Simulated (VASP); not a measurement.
# AlIn2Sb3 (P-6m2) in VASP: a series of runs

The runs below take AlIn2Sb3 through single point, relaxation of cell and atoms, with PBE.

All numbers are computed with VASP 6.6.1; they aren't measurements. Logs are shortened: lines on timing, memory, paths and dates and some standing lists are left out, and cuts for length are marked.

## Step 1: The cell of the first run

Symmetry: P-6m2, No. 187, hexagonal system. The conventional cell has a = 4.527 Å, b = 4.527 Å, c = 8.460 Å, α = 90.00°, β = 90.00°, γ = 120.00°. Al (site symmetry -6m2) has 3 Sb at 2.61 Å and 6 In at 3.35 Å within 3.4 Å. Within 4.6 Å of In (site symmetry 3m) lie 3 Al at 3.35 Å and 9 Sb at 3.35 to 3.37 Å and 8 In at 4.20 to 4.53 Å. Within 3.4 Å of Sb (site symmetry -6m2) lie 3 Sb at 2.61 Å and 6 In at 3.37 Å. Within 3.4 Å of Sb (site symmetry -6m2) lie 3 Al at 2.61 Å and 6 In at 3.35 Å. Within 3.4 Å of Sb (site symmetry -6m2) lie 3 Sb at 2.61 Å and 6 In at 3.37 Å.

The cell was generated, and may not be a known phase.

## Step 2: Single point, PBE

INCAR reads:

```
ALGO = Normal
EDIFF = 1E-6
ENCUT = 520
GGA = PE
ISIF = 2
ISMEAR = 0
LASPH = T
LCHARG = F
LREAL = F
LWAVE = F
NBANDS = 31
NELM = 80
PREC = Accurate
SIGMA = 0.1
```

KPOINTS reads:

```
k-points
0
Gamma
  6 6 2
```

POSCAR reads:

```
AlIn2Sb3
1.0
    4.5268220700      0.0000000000      0.0000000000
   -2.2634110300      3.9203429100      0.0000000000
    0.0000000000      0.0000000000      8.4601908000
Al In Sb
1 2 3
Direct
    0.0000000000      0.0000000000      0.0000000000
    0.6666666700      0.3333333300      0.2480740000
    0.6666666700      0.3333333300      0.7519260000
    0.0000000000      0.0000000000      0.5000000000
    0.3333333300      0.6666666700      0.0000000000
    0.3333333300      0.6666666700      0.5000000000
```

Potentials or basis: VASP PAW PBE potentials, release 64 (Al, In_d, Sb).

Run with:

```bash
> cat potpaw_PBE.64/Al/POTCAR potpaw_PBE.64/In_d/POTCAR potpaw_PBE.64/Sb/POTCAR > POTCAR
> mpirun -np 1 vasp_std > vasp.out
```

OUTCAR:

```text
EDIFF = 1E-6
   ENCUT = 520
   GGA = PE
   ISIF = 2
   ISMEAR = 0
   LASPH = T
   LREAL = F
   NELM = 80
   PREC = Accurate

 ion  position               nearest neighbor table
   1  0.000  0.000  0.000-   5 2.61   5 2.61   5 2.61   2 3.35   3 3.35   3 3.35   2 3.35   3 3.35
                             2 3.35
   2  0.667  0.333  0.248-   1 3.35   5 3.35   5 3.35   1 3.35   1 3.35   5 3.35   4 3.37   6 3.37
                             6 3.37   4 3.37   4 3.37   6 3.37
   3  0.667  0.333  0.752-   1 3.35   5 3.35   5 3.35   1 3.35   1 3.35   5 3.35   4 3.37   6 3.37
                             6 3.37   4 3.37   4 3.37   6 3.37
   4  0.000  0.000  0.500-   6 2.61   6 2.61   6 2.61   2 3.37   3 3.37   3 3.37   2 3.37   3 3.37
                             2 3.37
   5  0.333  0.667  0.000-   1 2.61   1 2.61   1 2.61   2 3.35   3 3.35   2 3.35   3 3.35   3 3.35
                             2 3.35
   6  0.333  0.667  0.500-   4 2.61   4 2.61   4 2.61   2 3.37   3 3.37   2 3.37   3 3.37   2 3.37
                             3 3.37

  LATTYP: Found a hexagonal cell.
 ALAT       =     4.5268220700
 C/A-ratio  =     1.8689028791

  Lattice vectors:

 A1 = (   4.5268220700,   0.0000000000,   0.0000000000)
 A2 = (  -2.2634110300,   3.9203429100,   0.0000000000)
 A3 = (   0.0000000000,   0.0000000000,   8.4601908000)

Analysis of symmetry for initial positions (statically):
=====================================================================
 Subroutine PRICEL returns:
 Original cell was already a primitive cell.

 Routine SETGRP: Setting up the symmetry group for a
 hexagonal supercell.

 Subroutine GETGRP returns: Found 12 space group operations
 (whereof 12 operations were pure point group operations)
 out of a pool of 24 trial point group operations.

The static configuration has the point symmetry D_3h.

Analysis of symmetry for dynamics (positions and initial velocities):
=====================================================================
 Subroutine PRICEL returns:
 Original cell was already a primitive cell.

 Routine SETGRP: Setting up the symmetry group for a
 hexagonal supercell.

 Subroutine GETGRP returns: Found 12 space group operations
 (whereof 12 operations were pure point group operations)
 out of a pool of 24 trial point group operations.

The dynamic configuration has the point symmetry D_3h.

 Subroutine INISYM returns: Found 12 space group operations
 (whereof 12 operations are pure point group operations),
 and found     1 'primitive' translations

----------------------------------------------------------------------------------------

                                     Primitive cell

  volume of cell :     150.1404

  direct lattice vectors                    reciprocal lattice vectors
     4.526822070  0.000000000  0.000000000     0.220905524  0.127539863  0.000000000
    -2.263411030  3.920342910  0.000000000     0.000000000  0.255079727  0.000000000
     0.000000000  0.000000000  8.460190800     0.000000000  0.000000000  0.118200644

  length of vectors
     4.526822070  4.526822067  8.460190800     0.255079727  0.255079727  0.118200644

  position of ions in fractional coordinates (direct lattice)
     0.000000000  0.000000000  0.000000000
     0.666666670  0.333333330  0.248074000
     0.666666670  0.333333330  0.751926000
     0.000000000  0.000000000  0.500000000
     0.333333330  0.666666670  0.000000000
     0.333333330  0.666666670  0.500000000

  ion indices of the primitive-cell ions
   primitive index   ion index
                 1           1
                 2           2
                 3           3
                 4           4
                 5           5
                 6           6

----------------------------------------------------------------------------------------

 KPOINTS: k-points

Automatic generation of k-mesh.
 Grid dimensions read from file:
 generate k-points for:    6    6    2

 Generating k-lattice:

  Cartesian coordinates                     Fractional coordinates (reciprocal lattice)
     0.036817587  0.021256644  0.000000000     0.166666667 -0.000000000  0.000000000
     0.000000000  0.042513288  0.000000000     0.000000000  0.166666667  0.000000000
     0.000000000  0.000000000  0.059100322     0.000000000  0.000000000  0.500000000

  Length of vectors
     0.042513288  0.042513288  0.059100322

  Shift w.r.t. Gamma in fractional coordinates (k-lattice)
     0.000000000  0.000000000  0.000000000

 Subroutine IBZKPT returns following result:
 ===========================================

 Found     14 irreducible k-points:

 Following reciprocal coordinates:
            Coordinates               Weight
  0.000000  0.000000  0.000000      1.000000
  0.166667 -0.000000  0.000000      6.000000
  0.333333  0.000000  0.000000      6.000000
  0.500000  0.000000  0.000000      3.000000
  0.166667  0.166667  0.000000      6.000000
  0.333333  0.166667  0.000000     12.000000
  0.333333  0.333333  0.000000      2.000000
  0.000000  0.000000  0.500000      1.000000
  0.166667 -0.000000  0.500000      6.000000
  0.333333  0.000000  0.500000      6.000000
  0.500000  0.000000  0.500000      3.000000
  0.166667  0.166667  0.500000      6.000000
  0.333333  0.166667  0.500000     12.000000
  0.333333  0.333333  0.500000      2.000000
   k-points           NKPTS =     14   k-points in BZ     NKDIM =     14   number of bands    NBANDS=     31
   number of dos      NEDOS =    301   number of ions     NIONS =      6
   total plane-waves  NPLWV =  82944
   dimension x,y,z NGX =    36 NGY =   36 NGZ =   64
   dimension x,y,z NGXF=    72 NGYF=   72 NGZF=  128
   ions per type =               1   2   3
   NGX,Y,Z   is equivalent  to a cutoff of  13.22, 13.22, 12.58 a.u.
   NGXF,Y,Z  is equivalent  to a cutoff of  26.44, 26.44, 25.15 a.u.
 SYSTEM =  unknown system
   PREC   = accura    normal or accurate (medium, high low for compatibility)
   ISTART =      0    job   : 0-new  1-cont  2-samecut
   ICHARG =      2    charge: 1-file 2-atom 10-const
   ISPIN  =      1    spin polarized calculation?
   LNONCOLLINEAR =      F non collinear calculations
   LSORBIT =      F    spin-orbit coupling
   LASPH  =      T    aspherical Exc in radial PAW
   ENCUT  =  520.0 eV  38.22 Ry    6.18 a.u.   8.42  8.42 15.73*2*pi/ulx,y,z
   NELM   =     80;   NELMIN=  2; NELMDL= -5     # of ELM steps
   EDIFF  = 0.1E-05   stopping-criterion for ELM
   LREAL  =      F    real-space projection
   EDIFFG = 0.1E-04   stopping-criterion for IOM
   NSW    =      0    number of steps for IOM
   IBRION =     -1    ionic relax: 0-MD 1-quasi-New 2-CG
   NFREE  =      0    steps in history (QN), initial steepest desc. (CG)
   ISIF   =      2    stress and relaxation
   ISYM   =      2    0-nonsym 1-usesym 2-fastsym
   POTIM  = 0.5000    time-step for ionic-motion
   TEBEG  =    0.0;   TEEND  =   0.0 temperature during run
   PSTRESS=    0.0 pullay stress
   NELECT =      44.0000    total number of electrons
   NUPDOWN=      -1.0000    fix difference up-down
   EMIN   =  10.00;   EMAX   =-10.00  energy-range for DOS
   EFERMI =   0.00;   METHOD = LEGACY
   ISMEAR =     0;   SIGMA  =   0.10  broadening in eV -4-tet -1-fermi 0-gaus
   EFERMI_NEDOS =   21; number of points for ismear=-14 and -15
   IALGO  =     38    algorithm
   IMIX   =      4    mixing-type and parameters
     AMIX     =   0.40;   BMIX     =  1.00
     AMIX_MAG =   1.60;   BMIX_MAG =  1.00
  volume/ion in A,a.u.               =      25.02       168.87
  Fermi-wavevector in a.u.,A,eV,Ry     =   1.087410  2.054906 16.088341  1.182460
  Thomas-Fermi vector in A             =   2.223568
   LORBIT       =      0    0 simple, 1 ext, 2 COOP (PROOUT), +10 PAW based schemes
   GGA     = PE    functional components
   LHFCALC =     F    Hartree Fock is set to
   AEXX    =    0.0000 exact exchange contribution
   IVDW    =     0    specifies the selected vdW correction
   LEPSILON=     F    determine dielectric tensor
   LRPA    =     F    only Hartree local field effects (RPA)
 non-spin polarized calculation
 Gauss-broadening in eV      SIGMA  =   0.10
  energy-cutoff  :      520.00
  volume of cell :      150.14
 maximum number of plane-waves:      4081
 NGX is ok and might be reduce to    36
   NGX = 17   NGY = 17   NGZ = 31

 number of electron      43.9999992 magnetization

 Free energy of the ion-electron system (eV)
  ---------------------------------------------------
  ext. energy  EPLUGINS =         0.00000000
  ---------------------------------------------------
  free energy    TOTEN  =       -18.23349402 eV

  energy without entropy =      -18.22346121  energy(sigma->0) =      -18.22847761

 E-fermi :   8.2012     XC(G=0): -10.0927

 val. band max:        8.1173593706   @ k =   0.3333   0.1667   0.5000
 cond. band min:       8.2414460097   @ k =   0.3333   0.0000   0.0000
 fundamental gap:      0.1240866391
 Fermi energy:         8.2012200900

 k-point     1 :       0.0000    0.0000    0.0000
  band No.  band energies     occupation
      1      -6.3656      2.00000
      2      -6.3565      2.00000
      3      -6.3565      2.00000
      4      -6.3343      2.00000
      5      -6.3343      2.00000
      6      -6.3318      2.00000
[... 23 lines left out ...]
     30      10.7234      0.00000
     31      11.0986      0.00000

 k-point     2 :       0.1667   -0.0000    0.0000
  band No.  band energies     occupation
      1      -6.3853      2.00000
      2      -6.3598      2.00000
      3      -6.3592      2.00000
      4      -6.3392      2.00000
      5      -6.3350      2.00000
      6      -6.3350      2.00000
[... 23 lines left out ...]
     30      12.0505      0.00000
     31      12.6660      0.00000

 k-point     3 :       0.3333    0.0000    0.0000
  band No.  band energies     occupation
      1      -6.4241      2.00000
      2      -6.3647      2.00000
      3      -6.3539      2.00000
      4      -6.3489      2.00000
      5      -6.3418      2.00000
      6      -6.3364      2.00000
[... 23 lines left out ...]
     30      12.6073      0.00000
     31      12.7282      0.00000

 k-point     4 :       0.5000    0.0000    0.0000
  band No.  band energies     occupation
      1      -6.4393      2.00000
      2      -6.3675      2.00000
      3      -6.3537      2.00000
      4      -6.3526      2.00000
      5      -6.3438      2.00000
      6      -6.3370      2.00000
[... 23 lines left out ...]
     30      13.5657      0.00000
     31      13.6926      0.00000

 k-point     5 :       0.1667    0.1667    0.0000
  band No.  band energies     occupation
      1      -6.4117      2.00000
      2      -6.3672      2.00000
      3      -6.3548      2.00000
      4      -6.3455      2.00000
      5      -6.3372      2.00000
      6      -6.3370      2.00000
[... 23 lines left out ...]
     30      12.5941      0.00000
     31      12.7957      0.00000
[... 202 lines left out ...]
     30      13.2962      0.00000
     31      13.4690      0.00000

 k-point    12 :       0.1667    0.1667    0.5000
  band No.  band energies     occupation
      1      -6.3905      2.00000
      2      -6.3706      2.00000
      3      -6.3544      2.00000
      4      -6.3513      2.00000
      5      -6.3317      2.00000
      6      -6.3305      2.00000
[... 23 lines left out ...]
     30      12.3206      0.00000
     31      13.2643      0.00000

 k-point    13 :       0.3333    0.1667    0.5000
  band No.  band energies     occupation
      1      -6.4014      2.00000
      2      -6.3816      2.00000
      3      -6.3637      2.00000
      4      -6.3565      2.00000
      5      -6.3337      2.00000
      6      -6.3333      2.00000
[... 23 lines left out ...]
     30      13.0056      0.00000
     31      13.4993      0.00000

 k-point    14 :       0.3333    0.3333    0.5000
  band No.  band energies     occupation
      1      -6.3856      2.00000
      2      -6.3855      2.00000
      3      -6.3781      2.00000
      4      -6.3651      2.00000
      5      -6.3220      2.00000
      6      -6.3207      2.00000
[... 23 lines left out ...]
     30      13.0521      0.00000
     31      13.4548      0.00000

------------------------ aborting loop because EDIFF is reached ----------------------------------------

  FORCE on cell =-STRESS in cart. coord.  units (eV):
  Direction    XX          YY          ZZ          XY          YZ          ZX
  --------------------------------------------------------------------------------------
  -------------------------------------------------------------------------------------
  Total       17.9946524     17.9946524      3.8456768      0.0000000      0.0000000      0.0000000
  in kB      192.0243951    192.0243950     41.0379567      0.0000002      0.0000000      0.0000000
  external PRESSURE =     141.6955823 kB  Pullay stress =       0.0000000 kB

 VOLUME and BASIS-vectors are now :
 -----------------------------------------------------------------------------
  energy-cutoff  :      520.00
  volume of cell :      150.14
      direct lattice vectors                 reciprocal lattice vectors
     4.526822070  0.000000000  0.000000000     0.220905524  0.127539863  0.000000000
    -2.263411030  3.920342910  0.000000000     0.000000000  0.255079727  0.000000000
     0.000000000  0.000000000  8.460190800     0.000000000  0.000000000  0.118200644

 POSITION                                       TOTAL-FORCE (eV/Angst)
 -----------------------------------------------------------------------------------
      0.00000      0.00000      0.00000         0.000000     -0.000000      0.000000
      2.26341      1.30678      2.09875        -0.000000      0.000000     -0.104568
      2.26341      1.30678      6.36144         0.000000     -0.000000      0.104568
      0.00000      0.00000      4.23010         0.000000     -0.000000      0.000000
     -0.00000      2.61356      0.00000         0.000000      0.000000      0.000000
     -0.00000      2.61356      4.23010         0.000000     -0.000000      0.000000
 -----------------------------------------------------------------------------------
    total drift:                               -0.000017      0.000010      0.000000

  FREE ENERGIE OF THE ION-ELECTRON SYSTEM (eV)
  ---------------------------------------------------
  free  energy   TOTEN  =       -18.2334940234 eV

  energy  without entropy=      -18.2234612061  energy(sigma->0) =      -18.22847761
```

Wall time 44 s (1 thread of Intel Xeon 6975P-C (Granite Rapids), shared host); peak memory 0.29 GiB.

What came out:

- Free energy: -18.2335 eV
- Pressure: 14.2 GPa
- Largest force: 0.105 eV/Å
- Band gap on the k mesh: zero (bands 22 and 23 overlap by 1.25 eV)

Forces on the atoms (eV/Å):
```
Al   0.000  0.000  0.000
In   0.000  0.000 -0.105
In   0.000  0.000  0.105
Sb   0.000  0.000  0.000
Sb   0.000  0.000  0.000
Sb   0.000  0.000  0.000
```

Stress tensor (GPa, compression positive):
```
19.20  0.00  0.00
 0.00 19.20  0.00
 0.00  0.00  4.10
```

Caveat: the k points lie up to 0.37 Å⁻¹ apart, too coarse for converged energies and pressures of a metal; spin-orbit coupling is left out, which moves the levels of the heavy elements.

(Part 1 of 3 ends here.)

The gap in the log of VASP goes by the Fermi energy; the results here count the filled bands.